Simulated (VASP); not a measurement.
# RbBr (Fm-3m) in VASP: settings compared

Aim: see how the results for RbBr move with the level of theory and the settings. Levels: PBE, r2SCAN. Tasks: single point.

All numbers are computed with VASP 6.6.1; they aren't measurements. Logs are shortened: lines on timing, memory, paths and dates and some standing lists are left out, and cuts for length are marked.

## Step 1: The cell of the first run

The structure is cubic, space group Fm-3m (No. 225). The conventional cell has a = 7.087 Å, b = 7.087 Å, c = 7.087 Å, α = 90.00°, β = 90.00°, γ = 90.00°. Rb (site symmetry m-3m) has 6 Br at 3.54 Å within 4.7 Å. Within 4.7 Å of Br (site symmetry m-3m) lie 6 Rb at 3.54 Å.

## Step 2: Single point, PBE (44.49 Å³/atom)

Contents of INCAR:

```
PREC     = Accurate       # precision mode
ENCUT    = 520            # plane-wave cutoff, eV
EDIFF    = 1E-6           # SCF threshold, eV
ISMEAR   = 0              # smearing method
SIGMA    = 0.01           # smearing width, eV
LREAL    = F              # projectors in reciprocal space
LASPH    = T              # aspherical terms in the spheres
NELM     = 80             # most SCF steps
ALGO     = Normal         # electronic algorithm
ISIF     = 2              # what is computed and relaxed
LWAVE    = F              # write WAVECAR
LCHARG   = T              # write CHGCAR
GGA      = PE             # functional
LELF     = T              # ELF
LVHAR    = T            
NBANDS   = 15             # bands
```

Contents of KPOINTS:

```
regular mesh
0
Gamma
  6 6 6
```

Contents of POSCAR:

```
RbBr
1.0
    0.0000000000      3.5434795160      3.5434795160
    3.5434795160      0.0000000000      3.5434795160
    3.5434795160      3.5434795160      0.0000000000
Rb Br
1 1
Direct
    0.0000000000      0.0000000000      0.0000000000
    0.5000000000      0.5000000000      0.5000000000
```

Potentials or basis: VASP PAW PBE potentials, release 64 (Rb_sv, Br).

Command:

```console
cat potpaw_PBE.64/Rb_sv/POTCAR potpaw_PBE.64/Br/POTCAR > POTCAR
mpirun -np 1 vasp_std > vasp.out
```

OUTCAR:

```text
PREC = Accurate
   ENCUT = 520
   EDIFF = 1E-6
   ISMEAR = 0
   LREAL = F
   LASPH = T
   NELM = 80
   ISIF = 2
   GGA = PE

 ion  position               nearest neighbor table
   1  0.000  0.000  0.000-   2 3.54   2 3.54   2 3.54   2 3.54   2 3.54   2 3.54
   2  0.500  0.500  0.500-   1 3.54   1 3.54   1 3.54   1 3.54   1 3.54   1 3.54

  LATTYP: Found a face centered cubic cell.
 ALAT       =     7.0869590320

  Lattice vectors:

 A1 = (   0.0000000000,   3.5434795160,   3.5434795160)
 A2 = (   3.5434795160,   0.0000000000,   3.5434795160)
 A3 = (   3.5434795160,   3.5434795160,   0.0000000000)

Analysis of symmetry for initial positions (statically):
=====================================================================
 Subroutine PRICEL returns:
 Original cell was already a primitive cell.

 Routine SETGRP: Setting up the symmetry group for a
 face centered cubic supercell.

 Subroutine GETGRP returns: Found 48 space group operations
 (whereof 48 operations were pure point group operations)
 out of a pool of 48 trial point group operations.

The static configuration has the point symmetry O_h .

Analysis of symmetry for dynamics (positions and initial velocities):
=====================================================================
 Subroutine PRICEL returns:
 Original cell was already a primitive cell.

 Routine SETGRP: Setting up the symmetry group for a
 face centered cubic supercell.

 Subroutine GETGRP returns: Found 48 space group operations
 (whereof 48 operations were pure point group operations)
 out of a pool of 48 trial point group operations.

The dynamic configuration has the point symmetry O_h .

 Subroutine INISYM returns: Found 48 space group operations
 (whereof 48 operations are pure point group operations),
 and found     1 'primitive' translations

----------------------------------------------------------------------------------------

                                     Primitive cell

  volume of cell :      88.9856

  direct lattice vectors                    reciprocal lattice vectors
     0.000000000  3.543479516  3.543479516    -0.141104244  0.141104244  0.141104244
     3.543479516  0.000000000  3.543479516     0.141104244 -0.141104244  0.141104244
     3.543479516  3.543479516  0.000000000     0.141104244  0.141104244 -0.141104244

  length of vectors
     5.011236790  5.011236790  5.011236790     0.244399721  0.244399721  0.244399721

  position of ions in fractional coordinates (direct lattice)
     0.000000000  0.000000000  0.000000000
     0.500000000  0.500000000  0.500000000

  ion indices of the primitive-cell ions
   primitive index   ion index
                 1           1
                 2           2

----------------------------------------------------------------------------------------

 KPOINTS: regular mesh

Automatic generation of k-mesh.
 Grid dimensions read from file:
 generate k-points for:    6    6    6

 Generating k-lattice:

  Cartesian coordinates                     Fractional coordinates (reciprocal lattice)
    -0.023517374  0.023517374  0.023517374     0.166666667  0.000000000  0.000000000
     0.023517374 -0.023517374  0.023517374     0.000000000  0.166666667  0.000000000
     0.023517374  0.023517374 -0.023517374     0.000000000  0.000000000  0.166666667

  Length of vectors
     0.040733287  0.040733287  0.040733287

  Shift w.r.t. Gamma in fractional coordinates (k-lattice)
     0.000000000  0.000000000  0.000000000

 Subroutine IBZKPT returns following result:
 ===========================================

 Found     16 irreducible k-points:

 Following reciprocal coordinates:
            Coordinates               Weight
  0.000000  0.000000  0.000000      1.000000
  0.166667  0.000000  0.000000      8.000000
  0.333333  0.000000  0.000000      8.000000
  0.500000  0.000000  0.000000      4.000000
  0.166667  0.166667  0.000000      6.000000
  0.333333  0.166667  0.000000     24.000000
[... 8 lines left out ...]
 -0.333333  0.333333  0.166667     24.000000
 -0.333333  0.500000  0.166667     12.000000
   k-points           NKPTS =     16   k-points in BZ     NKDIM =     16   number of bands    NBANDS=     15
   number of dos      NEDOS =    301   number of ions     NIONS =      2
   total plane-waves  NPLWV =  64000
   dimension x,y,z NGX =    40 NGY =   40 NGZ =   40
   dimension x,y,z NGXF=    80 NGYF=   80 NGZF=   80
   ions per type =               1   1
   NGX,Y,Z   is equivalent  to a cutoff of  13.27, 13.27, 13.27 a.u.
   NGXF,Y,Z  is equivalent  to a cutoff of  26.54, 26.54, 26.54 a.u.
 SYSTEM =  unknown system
   PREC   = accura    normal or accurate (medium, high low for compatibility)
   ISTART =      0    job   : 0-new  1-cont  2-samecut
   ICHARG =      2    charge: 1-file 2-atom 10-const
   ISPIN  =      1    spin polarized calculation?
   LNONCOLLINEAR =      F non collinear calculations
   LSORBIT =      F    spin-orbit coupling
   LASPH  =      T    aspherical Exc in radial PAW
   ENCUT  =  520.0 eV  38.22 Ry    6.18 a.u.   9.32  9.32  9.32*2*pi/ulx,y,z
   NELM   =     80;   NELMIN=  2; NELMDL= -5     # of ELM steps
   EDIFF  = 0.1E-05   stopping-criterion for ELM
   LREAL  =      F    real-space projection
   EDIFFG = 0.1E-04   stopping-criterion for IOM
   NSW    =      0    number of steps for IOM
   IBRION =     -1    ionic relax: 0-MD 1-quasi-New 2-CG
   NFREE  =      0    steps in history (QN), initial steepest desc. (CG)
   ISIF   =      2    stress and relaxation
   ISYM   =      2    0-nonsym 1-usesym 2-fastsym
   POTIM  = 0.5000    time-step for ionic-motion
   TEBEG  =    0.0;   TEEND  =   0.0 temperature during run
   PSTRESS=    0.0 pullay stress
   NELECT =      16.0000    total number of electrons
   NUPDOWN=      -1.0000    fix difference up-down
   EMIN   =  10.00;   EMAX   =-10.00  energy-range for DOS
   EFERMI =   0.00;   METHOD = LEGACY
   ISMEAR =     0;   SIGMA  =   0.01  broadening in eV -4-tet -1-fermi 0-gaus
   EFERMI_NEDOS =   21; number of points for ismear=-14 and -15
   IALGO  =     38    algorithm
   IMIX   =      4    mixing-type and parameters
     AMIX     =   0.40;   BMIX     =  1.00
     AMIX_MAG =   1.60;   BMIX_MAG =  1.00
  volume/ion in A,a.u.               =      44.49       300.25
  Fermi-wavevector in a.u.,A,eV,Ry     =   0.924006  1.746119 11.616484  0.853788
  Thomas-Fermi vector in A             =   2.049705
   LORBIT       =      0    0 simple, 1 ext, 2 COOP (PROOUT), +10 PAW based schemes
   GGA     = PE    functional components
   LHFCALC =     F    Hartree Fock is set to
   AEXX    =    0.0000 exact exchange contribution
   IVDW    =     0    specifies the selected vdW correction
   LEPSILON=     F    determine dielectric tensor
   LRPA    =     F    only Hartree local field effects (RPA)
 non-spin polarized calculation
 Gauss-broadening in eV      SIGMA  =   0.01
  energy-cutoff  :      520.00
  volume of cell :       88.99
 maximum number of plane-waves:      2421
 NGX is ok and might be reduce to    40
   NGX = 19   NGY = 19   NGZ = 19

 number of electron      16.0000001 magnetization

 Free energy of the ion-electron system (eV)
  ---------------------------------------------------
  ext. energy  EPLUGINS =         0.00000000
  ---------------------------------------------------
  free energy    TOTEN  =        -6.11322918 eV

  energy without entropy =       -6.11322918  energy(sigma->0) =       -6.11322918

 E-fermi :  -2.0149     XC(G=0):  -6.8455

 val. band max:       -2.1028260359   @ k =   0.0000   0.0000   0.0000
 cond. band min:       2.0172915967   @ k =   0.0000   0.0000   0.0000
 fundamental gap:      4.1201176326
 Fermi energy:        -2.0148881935

 k-point     1 :       0.0000    0.0000    0.0000
  band No.  band energies     occupation
      1     -26.7400      2.00000
      2     -14.1931      2.00000
      3     -10.8085      2.00000
      4     -10.8085      2.00000
      5     -10.8085      2.00000
      6      -2.1028      2.00000
      7      -2.1028      2.00000
      8      -2.1028      2.00000
      9       2.0173      0.00000
     10       5.1317      0.00000
     11       5.1317      0.00000
     12       5.1317      0.00000
     13       5.9533      0.00000
     14       5.9533      0.00000
     15       8.6402      0.00000

 k-point     2 :       0.1667    0.0000    0.0000
  band No.  band energies     occupation
      1     -26.7386      2.00000
      2     -14.1990      2.00000
      3     -10.8102      2.00000
      4     -10.8102      2.00000
      5     -10.8023      2.00000
      6      -2.3556      2.00000
      7      -2.1754      2.00000
      8      -2.1754      2.00000
      9       2.5923      0.00000
     10       4.9852      0.00000
     11       5.4285      0.00000
     12       5.4285      0.00000
     13       6.2977      0.00000
     14       6.2977      0.00000
     15       9.5459      0.00000

 k-point     3 :       0.3333    0.0000    0.0000
  band No.  band energies     occupation
      1     -26.7359      2.00000
      2     -14.2108      2.00000
      3     -10.8135      2.00000
      4     -10.8135      2.00000
      5     -10.7899      2.00000
      6      -2.7613      2.00000
      7      -2.3129      2.00000
      8      -2.3129      2.00000
      9       3.7922      0.00000
     10       5.0153      0.00000
     11       6.2502      0.00000
     12       6.2502      0.00000
     13       7.1623      0.00000
     14       7.1623      0.00000
     15       8.8859      0.00000

 k-point     4 :       0.5000    0.0000    0.0000
  band No.  band energies     occupation
      1     -26.7346      2.00000
      2     -14.2167      2.00000
      3     -10.8151      2.00000
      4     -10.8151      2.00000
      5     -10.7838      2.00000
      6      -2.9328      2.00000
      7      -2.3781      2.00000
      8      -2.3781      2.00000
      9       4.4493      0.00000
     10       5.2527      0.00000
     11       7.0740      0.00000
     12       7.0740      0.00000
     13       7.7312      0.00000
     14       7.7312      0.00000
     15       8.1164      0.00000
[... 163 lines left out ...]
 k-point    14 :       0.5000    0.3333    0.1667
  band No.  band energies     occupation
      1     -26.7342      2.00000
      2     -14.1870      2.00000
      3     -10.8612      2.00000
      4     -10.8469      2.00000
      5     -10.8073      2.00000
      6      -2.6826      2.00000
      7      -2.3577      2.00000
      8      -2.3088      2.00000
      9       4.3989      0.00000
     10       4.4148      0.00000
     11       6.4347      0.00000
     12       7.0533      0.00000
     13       7.0813      0.00000
     14       7.4198      0.00000
     15       8.3157      0.00000

 k-point    15 :      -0.3333    0.3333    0.1667
  band No.  band energies     occupation
      1     -26.7334      2.00000
      2     -14.1817      2.00000
      3     -10.8739      2.00000
      4     -10.8691      2.00000
      5     -10.8001      2.00000
      6      -2.6478      2.00000
      7      -2.4124      2.00000
      8      -2.3775      2.00000
      9       4.7620      0.00000
     10       4.9736      0.00000
     11       6.0139      0.00000
     12       6.3170      0.00000
     13       7.7371      0.00000
     14       8.3435      0.00000
     15       8.3505      0.00000

 k-point    16 :      -0.3333    0.5000    0.1667
  band No.  band energies     occupation
      1     -26.7330      2.00000
      2     -14.1652      2.00000
      3     -10.9114      2.00000
      4     -10.8749      2.00000
      5     -10.8140      2.00000
      6      -2.4888      2.00000
      7      -2.4438      2.00000
      8      -2.3455      2.00000
      9       4.1952      0.00000
     10       5.3398      0.00000
     11       5.6269      0.00000
     12       6.4376      0.00000
     13       7.5468      0.00000
     14       8.3534      0.00000
     15       8.7061      0.00000

------------------------ aborting loop because EDIFF is reached ----------------------------------------

  FORCE on cell =-STRESS in cart. coord.  units (eV):
  Direction    XX          YY          ZZ          XY          YZ          ZX
  --------------------------------------------------------------------------------------
  -------------------------------------------------------------------------------------
  Total       -0.1728729     -0.1728729     -0.1728729      0.0000000     -0.0000000      0.0000000
  in kB       -3.1125599     -3.1125599     -3.1125599      0.0000000     -0.0000000      0.0000000
  external PRESSURE =      -3.1125599 kB  Pullay stress =       0.0000000 kB

 VOLUME and BASIS-vectors are now :
 -----------------------------------------------------------------------------
  energy-cutoff  :      520.00
  volume of cell :       88.99
      direct lattice vectors                 reciprocal lattice vectors
     0.000000000  3.543479516  3.543479516    -0.141104244  0.141104244  0.141104244
     3.543479516  0.000000000  3.543479516     0.141104244 -0.141104244  0.141104244
     3.543479516  3.543479516  0.000000000     0.141104244  0.141104244 -0.141104244

 POSITION                                       TOTAL-FORCE (eV/Angst)
 -----------------------------------------------------------------------------------
      0.00000      0.00000      0.00000         0.000000     -0.000000      0.000000
      3.54348      3.54348      3.54348        -0.000000      0.000000     -0.000000
 -----------------------------------------------------------------------------------
    total drift:                                0.000000     -0.000000      0.000000

  FREE ENERGIE OF THE ION-ELECTRON SYSTEM (eV)
  ---------------------------------------------------
  free  energy   TOTEN  =        -6.1132291842 eV

  energy  without entropy=       -6.1132291842  energy(sigma->0) =       -6.11322918
```

Wall time 47 s (1 thread of Intel Xeon 8259CL, shared host); peak memory 0.24 GiB.

What came out:

```
Free energy            : -6.1132 eV
Pressure               : -0.3 GPa
Band gap on the k mesh : 4.12 eV
```

## Step 3: Single point, PBE (45.79 Å³/atom)

This run uses another cell than the first one, of 45.79 Å³/atom.

Contents of INCAR:

```
SYSTEM = RbBr
  ALGO = Normal
  EDIFF = 1E-7
  ENCUT = 520
  GGA = PE
  ISIF = 2
  ISMEAR = 0
  LASPH = .TRUE.
  LCHARG = .FALSE.
  LREAL = .FALSE.
  LWAVE = .FALSE.
  NBANDS = 15
  NELM = 80
  PREC = Accurate
  SIGMA = 0.01
```

Contents of KPOINTS:

```
k-points
0
G
  6 6 6
  0 0 0
```

Contents of POSCAR:

```
RbBr
1.0
    0.0000000000      3.5775535247      3.5775535247
    3.5775535247      0.0000000000      3.5775535247
    3.5775535247      3.5775535247      0.0000000000
Rb Br
1 1
Direct
    0.0000000000      0.0000000000      0.0000000000
    0.5000000000      0.5000000000      0.5000000000
```

Potentials or basis: VASP PAW PBE potentials, release 64 (Rb_sv, Br).

Command:

```console
cat potpaw_PBE.64/Rb_sv/POTCAR potpaw_PBE.64/Br/POTCAR > POTCAR
mpirun -np 1 vasp_std > vasp.out
```

Run time: 49 s. Hardware: 1 thread of Intel Xeon 8259CL, shared host; peak memory 0.24 GiB.

It converged, with:

| Property | Result |
| --- | --- |
| Free energy | -6.1060 eV |
| Pressure | -0.6 GPa |
| Band gap on the k mesh | 4.06 eV |

Levels at points of the mesh, in eV from the valence-band top:
```
           k point  band 4  band 5  band 6  band 7  band 8  band 9  band 10  band 11  band 12  band 13
(0.00, 0.00, 0.00)   -8.77   -8.77    0.00    0.00    0.00    4.06     7.22     7.22     7.22     8.02
(0.50, 0.00, 0.00)   -8.78   -8.75   -0.79   -0.26   -0.26    6.48     7.25     9.09     9.09     9.74
(0.50, 0.50, 0.00)   -8.81   -8.81   -0.43   -0.15   -0.15    5.71     6.65     8.55     8.92     8.94
```

## Step 4: Single point, r2SCAN (38.96 Å³/atom)

This run uses another cell than the first one, of 38.96 Å³/atom.

Contents of POSCAR:

```
RbBr
1.0
    0.0000000000      3.3901772181      3.3901772181
    3.3901772181      0.0000000000      3.3901772181
    3.3901772181      3.3901772181      0.0000000000
Rb Br
1 1
Direct
    0.0000000000      0.0000000000      0.0000000000
    0.5000000000      0.5000000000      0.5000000000
```

Contents of INCAR.step1:

```
PREC = Accurate ; ENCUT = 520
ISMEAR = 0 ; SIGMA = 0.01
LREAL = False ; LASPH = True
NELM = 60 ; NBANDS = 15
GGA = PE ; ALGO = Normal
EDIFF = 1E-4 ; LWAVE = True
LCHARG = False
```

Contents of INCAR.step2:

```
PREC = Accurate ; ENCUT = 520
EDIFF = 1E-6 ; ISMEAR = 0
SIGMA = 0.01 ; LREAL = False
LASPH = True ; NELM = 60
ALGO = Normal ; ISIF = 2
LWAVE = False ; LCHARG = True
METAGGA = R2SCAN ; LMIXTAU = True
LELF = True ; LVHAR = True
NBANDS = 15 ; ISTART = 1
```

Contents of KPOINTS:

```
Automatic mesh
0
Gamma
  6 6 6
```

Command:

```console
cat potpaw_PBE.64/Rb_sv/POTCAR potpaw_PBE.64/Br/POTCAR > POTCAR
cp INCAR.step1 INCAR
mpirun -np 1 vasp_std > vasp.out
cp INCAR.step2 INCAR
mpirun -np 1 vasp_std > vasp.out
```

It took 2.5 min on 1 thread of Intel Xeon 8259CL, shared host; peak memory 0.22 GiB.

Results (log left out):

| Property | Result |
| --- | --- |
| Free energy | -31.1392 eV |
| Pressure | 1.1 GPa |
| Band gap on the k mesh | 5.06 eV |

Levels at points of the mesh, in eV from the valence-band top:
| k point | band 5 | band 6 | band 7 | band 8 | band 9 | band 10 | band 11 | band 12 |
| --- | --- | --- | --- | --- | --- | --- | --- | --- |
| (0.00, 0.00, 0.00) | -8.62 | 0.00 | 0.00 | 0.00 | 5.06 | 7.88 | 7.88 | 7.88 |
| (0.50, 0.00, 0.00) | -8.55 | -1.03 | -0.38 | -0.38 | 7.37 | 8.39 | 10.32 | 10.32 |
| (0.50, 0.50, 0.00) | -8.70 | -0.49 | -0.16 | -0.16 | 6.02 | 8.08 | 9.90 | 10.11 |

Caveat: the PAW data sets were made with another functional, which shifts forces and pressure a little.

## Step 5: Single point, r2SCAN (40.21 Å³/atom)

This run uses another cell than the first one, of 40.21 Å³/atom.

Contents of POSCAR:

```
RbBr
1.0
    0.0000000000      3.4258659167      3.4258659167
    3.4258659167      0.0000000000      3.4258659167
    3.4258659167      3.4258659167      0.0000000000
Rb Br
1 1
Direct
    0.0000000000      0.0000000000      0.0000000000
    0.5000000000      0.5000000000      0.5000000000
```

Contents of INCAR.step1:

```
SYSTEM = RbBr
  ALGO = Normal
  EDIFF = 1E-4
  ENCUT = 520
  GGA = PE
  ISMEAR = 0
  LASPH = .TRUE.
  LCHARG = .FALSE.
  LREAL = .FALSE.
  LWAVE = .TRUE.
  NBANDS = 15
  NELM = 80
  PREC = Accurate
  SIGMA = 0.01
```

Contents of INCAR.step2:

```
SYSTEM = RbBr
  ALGO = Normal
  EDIFF = 1E-7
  ENCUT = 520
  ISIF = 2
  ISMEAR = 0
  ISTART = 1
  LASPH = .TRUE.
  LCHARG = .FALSE.
  LMIXTAU = .TRUE.
  LREAL = .FALSE.
  LWAVE = .FALSE.
  METAGGA = R2SCAN
  NBANDS = 15
  NELM = 80
  PREC = Accurate
  SIGMA = 0.01
```

Contents of KPOINTS:

```
k-points
0
G
  6 6 6
  0 0 0
```

Command:

```console
cat potpaw_PBE.64/Rb_sv/POTCAR potpaw_PBE.64/Br/POTCAR > POTCAR
cp INCAR.step1 INCAR
mpirun -np 1 vasp_std > vasp.out
cp INCAR.step2 INCAR
mpirun -np 1 vasp_std > vasp.out
```

It took 2 min on 1 thread of Intel Xeon 8259CL, shared host; peak memory 0.22 GiB.

Results (log left out):

| Property | Result |
| --- | --- |
| Free energy | -31.1514 eV |
| Pressure | 0.5 GPa |
| Band gap on the k mesh | 4.97 eV |

Levels at points of the mesh, in eV from the valence-band top:
```
           k point  band 5  band 6  band 7  band 8  band 9  band 10  band 11  band 12
(0.00, 0.00, 0.00)   -8.68    0.00    0.00    0.00    4.97     7.88     7.88     7.88
(0.50, 0.00, 0.00)   -8.63   -0.97   -0.35   -0.35    7.29     8.28    10.23    10.23
(0.50, 0.50, 0.00)   -8.75   -0.48   -0.16   -0.16    6.06     7.96     9.73    10.05
```

Caveat: the PAW data sets were made with another functional, which shifts forces and pressure a little.

[end of part 1 of 2]
